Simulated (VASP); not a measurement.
# BN (F-43m) in VASP: notebook

BN is run at these levels: PBE; tasks: single point, relaxation of cell and atoms.

Everything below comes from runs of VASP 6.6.1. Logs are shortened: lines on timing, memory, paths and dates and some standing lists are left out, and cuts for length are marked.

### Step 1. The cell of the first run

It takes space group F-43m (No. 216, cubic). The conventional cell has a = 3.540 Å, b = 3.540 Å, c = 3.540 Å, α = 90.00°, β = 90.00°, γ = 90.00°. Within 2.0 Å of N (site symmetry -43m) lie 4 B at 1.53 Å. Within 2.0 Å of B (site symmetry -43m) lie 4 N at 1.53 Å.

### Step 2. Single point, PBE

Input file INCAR:

```
PREC     = Accurate       # precision mode
ENCUT    = 520            # plane-wave cutoff, eV
EDIFF    = 1E-7           # SCF threshold, eV
ISMEAR   = -1             # smearing method
SIGMA    = 0.05           # smearing width, eV
LREAL    = F              # projectors in reciprocal space
LASPH    = T              # aspherical terms in the spheres
NELM     = 100            # most SCF steps
ALGO     = Normal         # electronic algorithm
ISIF     = 2              # what is computed and relaxed
LWAVE    = F              # write WAVECAR
LCHARG   = F              # write CHGCAR
GGA      = PE             # functional
NBANDS   = 11             # bands
```

Input file KPOINTS:

```
regular mesh
0
Gamma
  13 13 13
```

Input file POSCAR:

```
BN
1.0
    0.0000000000      1.7700891686      1.7700891686
    1.7700891686      0.0000000000      1.7700891686
    1.7700891686      1.7700891686      0.0000000000
N B
1 1
Direct
    0.2500000000      0.2500000000      0.2500000000
    0.0000000000      0.0000000000      0.0000000000
```

Potentials or basis: VASP PAW PBE potentials, release 64 (N, B).

On the command line:

```sh
> cat potpaw_PBE.64/N/POTCAR potpaw_PBE.64/B/POTCAR > POTCAR
> mpirun -np 1 vasp_std > vasp.out
```

OUTCAR:

```text
PREC = Accurate
   ENCUT = 520
   EDIFF = 1E-7
   ISMEAR = -1
   LREAL = F
   LASPH = T
   NELM = 100
   ISIF = 2
   GGA = PE

 ion  position               nearest neighbor table
   1  0.250  0.250  0.250-   2 1.53   2 1.53   2 1.53   2 1.53
   2  0.000  0.000  0.000-   1 1.53   1 1.53   1 1.53   1 1.53

  LATTYP: Found a face centered cubic cell.
 ALAT       =     3.5401783372

  Lattice vectors:

 A1 = (   0.0000000000,   1.7700891686,   1.7700891686)
 A2 = (   1.7700891686,   0.0000000000,   1.7700891686)
 A3 = (   1.7700891686,   1.7700891686,   0.0000000000)

Analysis of symmetry for initial positions (statically):
=====================================================================
 Subroutine PRICEL returns:
 Original cell was already a primitive cell.

 Routine SETGRP: Setting up the symmetry group for a
 face centered cubic supercell.

 Subroutine GETGRP returns: Found 24 space group operations
 (whereof 24 operations were pure point group operations)
 out of a pool of 48 trial point group operations.

The static configuration has the point symmetry T_d .

Analysis of symmetry for dynamics (positions and initial velocities):
=====================================================================
 Subroutine PRICEL returns:
 Original cell was already a primitive cell.

 Routine SETGRP: Setting up the symmetry group for a
 face centered cubic supercell.

 Subroutine GETGRP returns: Found 24 space group operations
 (whereof 24 operations were pure point group operations)
 out of a pool of 48 trial point group operations.

The dynamic configuration has the point symmetry T_d .

 Subroutine INISYM returns: Found 24 space group operations
 (whereof 24 operations are pure point group operations),
 and found     1 'primitive' translations

----------------------------------------------------------------------------------------

                                     Primitive cell

  volume of cell :      11.0921

  direct lattice vectors                    reciprocal lattice vectors
     0.000000000  1.770089169  1.770089169    -0.282471645  0.282471645  0.282471645
     1.770089169  0.000000000  1.770089169     0.282471645 -0.282471645  0.282471645
     1.770089169  1.770089169  0.000000000     0.282471645  0.282471645 -0.282471645

  length of vectors
[... 85 lines left out ...]
   NSW    =      0    number of steps for IOM
   IBRION =     -1    ionic relax: 0-MD 1-quasi-New 2-CG
   NFREE  =      0    steps in history (QN), initial steepest desc. (CG)
   ISIF   =      2    stress and relaxation
   ISYM   =      2    0-nonsym 1-usesym 2-fastsym
   POTIM  = 0.5000    time-step for ionic-motion
   TEBEG  =    0.0;   TEEND  =   0.0 temperature during run
   PSTRESS=    0.0 pullay stress
   NELECT =       8.0000    total number of electrons
   NUPDOWN=      -1.0000    fix difference up-down
   EMIN   =  10.00;   EMAX   =-10.00  energy-range for DOS
   EFERMI =   0.00;   METHOD = LEGACY
   ISMEAR =    -1;   SIGMA  =   0.05  broadening in eV -4-tet -1-fermi 0-gaus
   EFERMI_NEDOS =   21; number of points for ismear=-14 and -15
   IALGO  =     38    algorithm
   IMIX   =      4    mixing-type and parameters
     AMIX     =   0.40;   BMIX     =  1.00
     AMIX_MAG =   1.60;   BMIX_MAG =  1.00
  volume/ion in A,a.u.               =       5.55        37.43
  Fermi-wavevector in a.u.,A,eV,Ry     =   1.468136  2.774375 29.326323  2.155424
  Thomas-Fermi vector in A             =   2.583670
   LORBIT       =      0    0 simple, 1 ext, 2 COOP (PROOUT), +10 PAW based schemes
   GGA     = PE    functional components
   LHFCALC =     F    Hartree Fock is set to
   AEXX    =    0.0000 exact exchange contribution
   IVDW    =     0    specifies the selected vdW correction
   LEPSILON=     F    determine dielectric tensor
   LRPA    =     F    only Hartree local field effects (RPA)
 non-spin polarized calculation
  energy-cutoff  :      520.00
  volume of cell :       11.09
 maximum number of plane-waves:       307
   NGX =  9   NGY =  9   NGZ =  9

 number of electron       7.9999999 magnetization

 Free energy of the ion-electron system (eV)
  ---------------------------------------------------
  ext. energy  EPLUGINS =         0.00000000
  ---------------------------------------------------
  free energy    TOTEN  =       -17.37591460 eV

  energy without entropy =      -17.37591460  energy(sigma->0) =      -17.37591460

 E-fermi :   9.0751     XC(G=0): -13.1346

 val. band max:        8.1957100825   @ k =   0.0000   0.0000   0.0000
 cond. band min:      12.7988129449   @ k =   0.4615   0.4615   0.0000
 fundamental gap:      4.6031028624
 Fermi energy:         9.0751441305

 k-point     1 :       0.0000    0.0000    0.0000
  band No.  band energies     occupation
      1     -12.7664      2.00000
      2       8.1957      2.00000
      3       8.1957      2.00000
      4       8.1957      2.00000
      5      17.3154      0.00000
      6      17.3154      0.00000
      7      17.3154      0.00000
      8      19.5853      0.00000
      9      34.1481      0.00000
     10      36.7413      0.00000
     11      36.7413      0.00000
[... 309 lines left out ...]
 k-point    24 :       0.4615    0.1538    0.0000
  band No.  band energies     occupation
      1      -8.5304      2.00000
      2      -1.5529      2.00000
      3       4.7684      2.00000
      4       5.1794      2.00000
      5      17.4075      0.00000
      6      21.0872      0.00000
      7      21.2159      0.00000
      8      23.6082      0.00000
      9      29.8508      0.00000
     10      35.6731      0.00000
     11      37.2413      0.00000

 [... further k-points ...]

------------------------ aborting loop because EDIFF is reached ----------------------------------------

  FORCE on cell =-STRESS in cart. coord.  units (eV):
  Direction    XX          YY          ZZ          XY          YZ          ZX
  --------------------------------------------------------------------------------------
  -------------------------------------------------------------------------------------
  Total        2.1048247      2.1048247      2.1048247      0.0000000     -0.0000000      0.0000000
  in kB      304.0262572    304.0262572    304.0262572      0.0000000     -0.0000000      0.0000000
  external PRESSURE =     304.0262572 kB  Pullay stress =       0.0000000 kB

 VOLUME and BASIS-vectors are now :
 -----------------------------------------------------------------------------
  energy-cutoff  :      520.00
  volume of cell :       11.09
      direct lattice vectors                 reciprocal lattice vectors
     0.000000000  1.770089169  1.770089169    -0.282471645  0.282471645  0.282471645
     1.770089169  0.000000000  1.770089169     0.282471645 -0.282471645  0.282471645
     1.770089169  1.770089169  0.000000000     0.282471645  0.282471645 -0.282471645

 POSITION                                       TOTAL-FORCE (eV/Angst)
 -----------------------------------------------------------------------------------
      0.88504      0.88504      0.88504        -0.000000      0.000000      0.000000
      0.00000      0.00000      0.00000         0.000000     -0.000000     -0.000000
 -----------------------------------------------------------------------------------
    total drift:                                0.000000      0.000000      0.000000

  FREE ENERGIE OF THE ION-ELECTRON SYSTEM (eV)
  ---------------------------------------------------
  free  energy   TOTEN  =       -17.3759145967 eV

  energy  without entropy=      -17.3759145966  energy(sigma->0) =      -17.37591460
```

OSZICAR:

```text
N       E                     dE             d eps       ncg     rms          rms(c)
DAV:   1     0.114093623008E+02    0.11409E+02   -0.51601E+03  1915   0.732E+02
DAV:   2    -0.179421591982E+02   -0.29352E+02   -0.28364E+02  2215   0.169E+02
DAV:   3    -0.184446305679E+02   -0.50247E+00   -0.50191E+00  2202   0.191E+01
DAV:   4    -0.184451553120E+02   -0.52474E-03   -0.52474E-03  1965   0.694E-01
DAV:   5    -0.184451557476E+02   -0.43563E-06   -0.43565E-06  2124   0.197E-02    0.708E+00
DAV:   6    -0.174854783410E+02    0.95968E+00   -0.28456E+00  1929   0.101E+01    0.350E+00
DAV:   7    -0.173916824965E+02    0.93796E-01   -0.13658E-01  2118   0.298E+00    0.201E+00
DAV:   8    -0.173756067827E+02    0.16076E-01   -0.38077E-02  2075   0.144E+00    0.229E-01
DAV:   9    -0.173758312108E+02   -0.22443E-03   -0.86826E-04  1953   0.262E-01    0.895E-02
DAV:  10    -0.173759099632E+02   -0.78752E-04   -0.11180E-04  2061   0.902E-02    0.159E-02
DAV:  11    -0.173759145626E+02   -0.45994E-05   -0.76503E-06  2099   0.231E-02    0.106E-02
DAV:  12    -0.173759145929E+02   -0.30307E-07   -0.13414E-06  2049   0.807E-03    0.611E-04
DAV:  13    -0.173759145967E+02   -0.37559E-08   -0.20419E-08   993   0.141E-03
   1 F= -.17375915E+02 E0= -.17375915E+02  d E =-.833347E-10
```

It took 9.1 s on 1 thread of AMD EPYC 7R13 (Zen 3), shared host; peak memory 0.09 GiB.

What came out:

* Free energy: -17.3759 eV
* Pressure: 30.4 GPa
* Band gap on the k mesh: 4.60 eV, indirect (least direct gap 9.12 eV)

[end of part 1 of 2]
